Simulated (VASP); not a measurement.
# HfC (Fm-3m) in VASP: further runs

Aim: see how the results for HfC move with the level of theory and the settings. Levels: PBE, BLYP+D3(BJ), PBE+D3(BJ). Tasks: single point, relaxation of cell and atoms.

Everything below comes from runs of VASP 6.6.1. Logs are shortened: lines on timing, memory, paths and dates and some standing lists are left out, and cuts for length are marked.

## 1. The cell of the first run

Symmetry: Fm-3m, No. 225, cubic system. Conventional cell: a = 4.650 Å, b = 4.650 Å, c = 4.650 Å, α = 90.00°, β = 90.00°, γ = 90.00°. Hf (site symmetry m-3m) has 6 C at 2.33 Å within 3.1 Å. Within 3.1 Å of C (site symmetry m-3m) lie 6 Hf at 2.33 Å.

## 2. Single point, PBE

Contents of INCAR:

```
SYSTEM = HfC
ALGO = Normal ; EDIFF = 1E-7
ENCUT = 520 ; GGA = PE
ISIF = 2 ; ISMEAR = 0
LASPH = .True. ; LCHARG = .False.
LREAL = .False. ; LWAVE = .False.
NBANDS = 14 ; NELM = 80
PREC = Accurate ; SIGMA = 0.028999999999999998
```

Contents of KPOINTS:

```
k-points
0
Gamma
  10 10 10
  0 0 0
```

Contents of POSCAR:

```
HfC
1.0
    0.0000000000      2.3250000000      2.3250000000
    2.3250000000      0.0000000000      2.3250000000
    2.3250000000      2.3250000000      0.0000000000
Hf C
1 1
Direct
    0.5000000000      0.5000000000      0.5000000000
    0.0000000000      0.0000000000      0.0000000000
```

Potentials or basis: VASP PAW PBE potentials, release 64 (Hf_pv, C).

Launch:

```console
$ cat potpaw_PBE.64/Hf_pv/POTCAR potpaw_PBE.64/C/POTCAR > POTCAR
$ mpirun -np 1 vasp_std > vasp.out
```

OUTCAR:

```text
SYSTEM = HfC
   EDIFF = 1E-7
   ENCUT = 520
   GGA = PE
   ISIF = 2
   ISMEAR = 0
   LASPH = .True.
   LREAL = .False.
   NELM = 80
   PREC = Accurate

 ion  position               nearest neighbor table
   1  0.500  0.500  0.500-   2 2.33   2 2.33   2 2.33   2 2.33   2 2.33   2 2.33
   2  0.000  0.000  0.000-   1 2.33   1 2.33   1 2.33   1 2.33   1 2.33   1 2.33

  LATTYP: Found a face centered cubic cell.
 ALAT       =     4.6500000000

  Lattice vectors:

 A1 = (   0.0000000000,   2.3250000000,   2.3250000000)
 A2 = (   2.3250000000,   0.0000000000,   2.3250000000)
 A3 = (   2.3250000000,   2.3250000000,   0.0000000000)

Analysis of symmetry for initial positions (statically):
=====================================================================
 Subroutine PRICEL returns:
 Original cell was already a primitive cell.

 Routine SETGRP: Setting up the symmetry group for a
 face centered cubic supercell.

 Subroutine GETGRP returns: Found 48 space group operations
 (whereof 48 operations were pure point group operations)
 out of a pool of 48 trial point group operations.

The static configuration has the point symmetry O_h .

Analysis of symmetry for dynamics (positions and initial velocities):
=====================================================================
 Subroutine PRICEL returns:
 Original cell was already a primitive cell.

 Routine SETGRP: Setting up the symmetry group for a
 face centered cubic supercell.

 Subroutine GETGRP returns: Found 48 space group operations
 (whereof 48 operations were pure point group operations)
 out of a pool of 48 trial point group operations.

The dynamic configuration has the point symmetry O_h .

 Subroutine INISYM returns: Found 48 space group operations
 (whereof 48 operations are pure point group operations),
 and found     1 'primitive' translations

----------------------------------------------------------------------------------------

                                     Primitive cell

  volume of cell :      25.1362

  direct lattice vectors                    reciprocal lattice vectors
     0.000000000  2.325000000  2.325000000    -0.215053763  0.215053763  0.215053763
     2.325000000  0.000000000  2.325000000     0.215053763 -0.215053763  0.215053763
     2.325000000  2.325000000  0.000000000     0.215053763  0.215053763 -0.215053763

  length of vectors
     3.288046533  3.288046533  3.288046533     0.372484045  0.372484045  0.372484045

  position of ions in fractional coordinates (direct lattice)
     0.500000000  0.500000000  0.500000000
     0.000000000  0.000000000  0.000000000

  ion indices of the primitive-cell ions
   primitive index   ion index
                 1           1
                 2           2

----------------------------------------------------------------------------------------

 KPOINTS: k-points

Automatic generation of k-mesh.
 Grid dimensions read from file:
 generate k-points for:   10   10   10

 Generating k-lattice:

  Cartesian coordinates                     Fractional coordinates (reciprocal lattice)
    -0.021505376  0.021505376  0.021505376     0.100000000  0.000000000  0.000000000
     0.021505376 -0.021505376  0.021505376     0.000000000  0.100000000  0.000000000
     0.021505376  0.021505376 -0.021505376     0.000000000  0.000000000  0.100000000

  Length of vectors
     0.037248404  0.037248404  0.037248404

  Shift w.r.t. Gamma in fractional coordinates (k-lattice)
     0.000000000  0.000000000  0.000000000

 Subroutine IBZKPT returns following result:
 ===========================================

 Found     47 irreducible k-points:

 Following reciprocal coordinates:
            Coordinates               Weight
  0.000000  0.000000  0.000000      1.000000
  0.100000  0.000000  0.000000      8.000000
  0.200000  0.000000  0.000000      8.000000
  0.300000  0.000000  0.000000      8.000000
  0.400000  0.000000  0.000000      8.000000
  0.500000  0.000000  0.000000      4.000000
[... 16 lines left out ...]
  0.300000  0.300000  0.000000      6.000000
  0.400000  0.300000  0.000000     24.000000
 [... further k-points ...]
   k-points           NKPTS =     47   k-points in BZ     NKDIM =     47   number of bands    NBANDS=     14
   number of dos      NEDOS =    301   number of ions     NIONS =      2
   total plane-waves  NPLWV =  13824
   dimension x,y,z NGX =    24 NGY =   24 NGZ =   24
   dimension x,y,z NGXF=    48 NGYF=   48 NGZF=   48
   ions per type =               1   1
   NGX,Y,Z   is equivalent  to a cutoff of  12.13, 12.13, 12.13 a.u.
   NGXF,Y,Z  is equivalent  to a cutoff of  24.27, 24.27, 24.27 a.u.
 SYSTEM =  HfC
   PREC   = accura    normal or accurate (medium, high low for compatibility)
   ISTART =      0    job   : 0-new  1-cont  2-samecut
   ICHARG =      2    charge: 1-file 2-atom 10-const
   ISPIN  =      1    spin polarized calculation?
   LNONCOLLINEAR =      F non collinear calculations
   LSORBIT =      F    spin-orbit coupling
   LASPH  =      T    aspherical Exc in radial PAW
   ENCUT  =  520.0 eV  38.22 Ry    6.18 a.u.   6.11  6.11  6.11*2*pi/ulx,y,z
   NELM   =     80;   NELMIN=  2; NELMDL= -5     # of ELM steps
   EDIFF  = 0.1E-06   stopping-criterion for ELM
   LREAL  =      F    real-space projection
   EDIFFG = 0.1E-05   stopping-criterion for IOM
   NSW    =      0    number of steps for IOM
   IBRION =     -1    ionic relax: 0-MD 1-quasi-New 2-CG
   NFREE  =      0    steps in history (QN), initial steepest desc. (CG)
   ISIF   =      2    stress and relaxation
   ISYM   =      2    0-nonsym 1-usesym 2-fastsym
   POTIM  = 0.5000    time-step for ionic-motion
   TEBEG  =    0.0;   TEEND  =   0.0 temperature during run
   PSTRESS=    0.0 pullay stress
   NELECT =      14.0000    total number of electrons
   NUPDOWN=      -1.0000    fix difference up-down
   EMIN   =  10.00;   EMAX   =-10.00  energy-range for DOS
   EFERMI =   0.00;   METHOD = LEGACY
   ISMEAR =     0;   SIGMA  =   0.03  broadening in eV -4-tet -1-fermi 0-gaus
   EFERMI_NEDOS =   21; number of points for ismear=-14 and -15
   IALGO  =     38    algorithm
   IMIX   =      4    mixing-type and parameters
     AMIX     =   0.40;   BMIX     =  1.00
     AMIX_MAG =   1.60;   BMIX_MAG =  1.00
  volume/ion in A,a.u.               =      12.57        84.81
  Fermi-wavevector in a.u.,A,eV,Ry     =   1.346949  2.545365 24.684672  1.814272
  Thomas-Fermi vector in A             =   2.474740
   LORBIT       =      0    0 simple, 1 ext, 2 COOP (PROOUT), +10 PAW based schemes
   GGA     = PE    functional components
   LHFCALC =     F    Hartree Fock is set to
   AEXX    =    0.0000 exact exchange contribution
   IVDW    =     0    specifies the selected vdW correction
   LEPSILON=     F    determine dielectric tensor
   LRPA    =     F    only Hartree local field effects (RPA)
 non-spin polarized calculation
 Gauss-broadening in eV      SIGMA  =   0.03
  energy-cutoff  :      520.00
  volume of cell :       25.14
 maximum number of plane-waves:       700
   NGX = 13   NGY = 13   NGZ = 13

 number of electron      14.0000000 magnetization

 Free energy of the ion-electron system (eV)
  ---------------------------------------------------
  ext. energy  EPLUGINS =         0.00000000
  ---------------------------------------------------
  free energy    TOTEN  =       -21.04289401 eV

  energy without entropy =      -21.04263541  energy(sigma->0) =      -21.04276471

 E-fermi :   5.9731     XC(G=0): -12.2854

 val. band max:        5.9662228454   @ k =   0.1000   0.0000   0.0000
 cond. band min:       6.1055571791   @ k =   0.1000   0.1000   0.0000
 fundamental gap:      0.1393343336
 Fermi energy:         5.9731381267

 k-point     1 :       0.0000    0.0000    0.0000
  band No.  band energies     occupation
      1     -23.6178      2.00000
      2     -23.6178      2.00000
      3     -23.6178      2.00000
      4      -6.3570      2.00000
      5       6.9513      0.00000
      6       6.9513      0.00000
      7       6.9513      0.00000
      8       7.3452      0.00000
      9       7.3452      0.00000
     10       7.3452      0.00000
     11       9.3443      0.00000
     12       9.3443      0.00000
     13      12.7804      0.00000
     14      16.9544      0.00000

 k-point     2 :       0.1000    0.0000    0.0000
  band No.  band energies     occupation
      1     -23.6865      2.00000
      2     -23.6245      2.00000
      3     -23.6245      2.00000
      4      -6.1076      2.00000
      5       5.5841      2.00000
      6       5.9662      1.26407
      7       5.9662      1.26406
      8       7.7523      0.00000
      9       7.7523      0.00000
     10       8.1105      0.00000
     11      10.4415      0.00000
     12      10.4415      0.00000
     13      13.3301      0.00000
     14      17.6479      0.00000

 k-point     3 :       0.2000    0.0000    0.0000
  band No.  band energies     occupation
      1     -23.8618      2.00000
      2     -23.6417      2.00000
      3     -23.6417      2.00000
      4      -5.4094      2.00000
      5       3.8013      2.00000
      6       4.7289      2.00000
      7       4.7289      2.00000
      8       8.4939      0.00000
      9       8.4939      0.00000
     10       8.6480      0.00000
     11      12.4284      0.00000
     12      12.4284      0.00000
     13      14.4811      0.00000
     14      19.2684      0.00000

 k-point     4 :       0.3000    0.0000    0.0000
  band No.  band energies     occupation
      1     -24.0699      2.00000
      2     -23.6629      2.00000
      3     -23.6629      2.00000
      4      -4.3964      2.00000
      5       2.0763      2.00000
      6       3.7682      2.00000
      7       3.7682      2.00000
      8       9.3250      0.00000
      9       9.5689      0.00000
     10       9.5689      0.00000
     11      14.5373      0.00000
     12      14.5373      0.00000
     13      15.1115      0.00000
     14      19.6779      0.00000

 k-point     5 :       0.4000    0.0000    0.0000
  band No.  band energies     occupation
      1     -24.2321      2.00000
      2     -23.6800      2.00000
      3     -23.6800      2.00000
      4      -3.2777      2.00000
      5       0.5883      2.00000
      6       3.1729      2.00000
      7       3.1729      2.00000
      8      10.4389      0.00000
      9      10.7101      0.00000
     10      10.7101      0.00000
     11      14.0422      0.00000
[... 276 lines left out ...]
 k-point    22 :      -0.2000    0.2000    0.0000
  band No.  band energies     occupation
      1     -24.0324      2.00000
      2     -23.7953      2.00000
      3     -23.6558      2.00000
      4      -4.2153      2.00000
      5       1.9483      2.00000
      6       3.5547      2.00000
      7       3.8776      2.00000
      8       8.9082      0.00000
      9       9.9853      0.00000
     10      11.1120      0.00000
     11      11.8991      0.00000
     12      15.5590      0.00000
     13      16.2201      0.00000
     14      19.6965      0.00000

 k-point    23 :       0.3000    0.3000    0.0000
  band No.  band energies     occupation
      1     -24.0240      2.00000
      2     -23.7699      2.00000
      3     -23.7699      2.00000
      4      -4.5393      2.00000
      5       2.1574      2.00000
      6       5.0120      2.00000
      7       5.5456      2.00000
      8       5.5456      2.00000
      9      10.5037      0.00000
     10      11.9598      0.00000
     11      11.9598      0.00000
     12      13.3291      0.00000
     13      18.2845      0.00000
     14      19.6400      0.00000

 k-point    24 :       0.4000    0.3000    0.0000
  band No.  band energies     occupation
      1     -24.1077      2.00000
      2     -23.8149      2.00000
      3     -23.7943      2.00000
      4      -4.2732      2.00000
      5       2.2370      2.00000
      6       4.1531      2.00000
      7       5.2406      2.00000
      8       6.1651      0.00000
      9      11.3179      0.00000
     10      12.3365      0.00000
     11      12.4654      0.00000
     12      14.2275      0.00000
     13      17.5390      0.00000
     14      18.6125      0.00000

 [... further k-points ...]
[... 5 lines left out ...]
  --------------------------------------------------------------------------------------
  -------------------------------------------------------------------------------------
  Total       -0.0688370     -0.0688370     -0.0688370     -0.0000000     -0.0000000      0.0000000
  in kB       -4.3876668     -4.3876668     -4.3876668     -0.0000000     -0.0000000      0.0000000
  external PRESSURE =      -4.3876668 kB  Pullay stress =       0.0000000 kB

 VOLUME and BASIS-vectors are now :
 -----------------------------------------------------------------------------
  energy-cutoff  :      520.00
  volume of cell :       25.14
      direct lattice vectors                 reciprocal lattice vectors
     0.000000000  2.325000000  2.325000000    -0.215053763  0.215053763  0.215053763
     2.325000000  0.000000000  2.325000000     0.215053763 -0.215053763  0.215053763
     2.325000000  2.325000000  0.000000000     0.215053763  0.215053763 -0.215053763

 POSITION                                       TOTAL-FORCE (eV/Angst)
 -----------------------------------------------------------------------------------
      2.32500      2.32500      2.32500        -0.000000     -0.000000     -0.000000
      0.00000      0.00000      0.00000         0.000000      0.000000      0.000000
 -----------------------------------------------------------------------------------
    total drift:                                0.000000     -0.000000      0.000000

  FREE ENERGIE OF THE ION-ELECTRON SYSTEM (eV)
  ---------------------------------------------------
  free  energy   TOTEN  =       -21.0428940062 eV

  energy  without entropy=      -21.0426354128  energy(sigma->0) =      -21.04276471
```

Wall time 7.7 s (1 thread of AMD EPYC 9R45 (Zen 5), shared host); peak memory 0.12 GiB.

Results:

```yaml
Free_energy: -21.0429 eV
Pressure: -0.4 GPa
Band_gap_on_the_k_mesh: zero (bands 7 and 8 overlap by 1.41 eV)
```

Caveat: spin-orbit coupling is left out, which moves the levels of the heavy elements.

## 3. Single point, PBE

Contents of INCAR:

```
PREC = Accurate
ENCUT = 520
EDIFF = 1E-6
ISMEAR = 0
SIGMA = 0.03
LREAL = F
LASPH = T
NELM = 60
ALGO = Normal
ISIF = 2
LWAVE = F
LCHARG = F
GGA = PE
NBANDS = 14
```

Contents of KPOINTS:

```
Automatic mesh
0
Gamma
  10 10 10
```

POSCAR is that of step 2.

Potentials or basis: VASP PAW PBE potentials, release 64 (Hf_pv, C).

Launch:

```console
$ cat potpaw_PBE.64/Hf_pv/POTCAR potpaw_PBE.64/C/POTCAR > POTCAR
$ mpirun -np 1 vasp_std > vasp.out
```

Run time: 7.1 s. Hardware: 1 thread of AMD EPYC 9R45 (Zen 5), shared host; peak memory 0.12 GiB.

It converged, with:

| Item | Value |
| --- | --- |
| Free energy | -21.0429 eV |
| Pressure | -0.5 GPa |
| Band gap on the k mesh | zero (bands 7 and 8 overlap by 1.41 eV) |

Levels at points of the mesh, in eV from the Fermi level:
```csv
k point,band 4,band 5,band 6,band 7,band 8,band 9,band 10,band 11
"(0.00, 0.00, 0.00)",-12.33,0.98,0.98,0.98,1.37,1.37,1.37,3.37
"(0.50, 0.00, 0.00)",-8.59,-6.16,-3.00,-3.00,5.30,5.30,5.76,6.53
"(0.50, 0.50, 0.00)",-10.43,-2.61,-1.79,-0.12,-0.12,5.29,6.72,6.72
```

Caveat: spin-orbit coupling is left out, which moves the levels of the heavy elements.

[end of part 1 of 2]
